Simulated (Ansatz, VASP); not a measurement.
Pt2C3 in VASP and in Ansatz

Contents of INCAR:

```
PREC     = Accurate       # precision mode
ENCUT    = 600            # plane-wave cutoff, eV
EDIFF    = 1E-7           # SCF threshold, eV
ISMEAR   = 0              # smearing method
SIGMA    = 0.1            # smearing width, eV
LREAL    = F              # projectors in reciprocal space
LASPH    = T              # aspherical terms in the spheres
NELM     = 120            # most SCF steps
ALGO     = Normal         # electronic algorithm
ISIF     = 3              # what is computed and relaxed
LWAVE    = F              # write WAVECAR
LCHARG   = F              # write CHGCAR
GGA      = PE             # functional
IBRION   = 2              # ionic algorithm
NSW      = 100            # ionic steps
EDIFFG   = -0.01          # ionic threshold
GGA_COMPAT= F            
NELMIN   = 4            
KPAR     = 4
```

File KPOINTS:

```
regular mesh
0
Gamma
  12 12 12
```

POSCAR

```
Pt2C3
1.0
    2.6671625724      1.5398870291      4.6975523831
   -2.6671625724      1.5398870291      4.6975523831
    0.0000000000     -3.0797740582      4.6975523831
Pt C
4 6
Direct
    0.3509658372      0.3509658372      0.3509658372
    0.1490341628      0.1490341628      0.1490341628
    0.6490341628      0.6490341628      0.6490341628
    0.8509658372      0.8509658372      0.8509658372
    0.5823235422      0.9176764578      0.2500000000
    0.2500000000      0.5823235422      0.9176764578
    0.9176764578      0.2500000000      0.5823235422
    0.4176764578      0.0823235422      0.7500000000
    0.7500000000      0.4176764578      0.0823235422
    0.0823235422      0.7500000000      0.4176764578
```

Input for Ansatz:

```yaml
crystal:
  lattice:
    - [2.6671625724, 1.5398870291, 4.6975523831]
    - [-2.6671625724, 1.5398870291, 4.6975523831]
    - [0.0, -3.0797740582, 4.6975523831]
  atoms:
    - { symbol: Pt, position: [0.3509658372, 0.3509658372, 0.3509658372] }
    - { symbol: Pt, position: [0.1490341628, 0.1490341628, 0.1490341628] }
    - { symbol: Pt, position: [0.6490341628, 0.6490341628, 0.6490341628] }
    - { symbol: Pt, position: [0.8509658372, 0.8509658372, 0.8509658372] }
    - { symbol: C, position: [0.5823235422, 0.9176764578, 0.25] }
    - { symbol: C, position: [0.25, 0.5823235422, 0.9176764578] }
    - { symbol: C, position: [0.9176764578, 0.25, 0.5823235422] }
    - { symbol: C, position: [0.4176764578, 0.0823235422, 0.75] }
    - { symbol: C, position: [0.75, 0.4176764578, 0.0823235422] }
    - { symbol: C, position: [0.0823235422, 0.75, 0.4176764578] }
basis:
  ecutwfc: 420
kpoints:
  mp_grid: { grid: [12, 12, 12] }
hamiltonian:
  xc: pbe
scf:
  occupations: { method: gaussian, width: 0.1 }
output:
  forces: true
  stress: true
  eigenvalues: true
relax:
  adjacent_minimum: "off"
  f_tol: 0.01
  max_steps: 80
  cell: { stress_tol: 0.05 }
```

Alike in both runs: task relaxation of cell and atoms; functional PBE; k mesh 12 × 12 × 12; occupations gaussian, width 0.1 eV; no spin polarisation.

|  | VASP | Ansatz |
| --- | --- | --- |
| version | VASP 6.6.1 | Ansatz 0.2.0 |
| potentials or method | VASP PAW PBE potentials, release 64 (Pt, C), cutoff 600 eV | scalar-relativistic, plane waves, PAW |
| valence electrons in the cell | 64 | 96 |

```csv
,VASP,Ansatz,Ansatz less VASP
"gap on the k mesh at the Fermi level, each at its own relaxed structure (eV)",none,none,-
relaxed volume (Å³/atom),11.58,11.59,+0.015
relaxed cell length with the largest relative difference (Å),5.612,5.619,+0.0074
```

A gap of «none» marks a metal or a gap that the smearing closes. VASP's potentials hold 64 valence electrons a cell and Ansatz's 96, so a difference there can come from the potentials and not from the codes.

Spin-orbit coupling is off throughout.
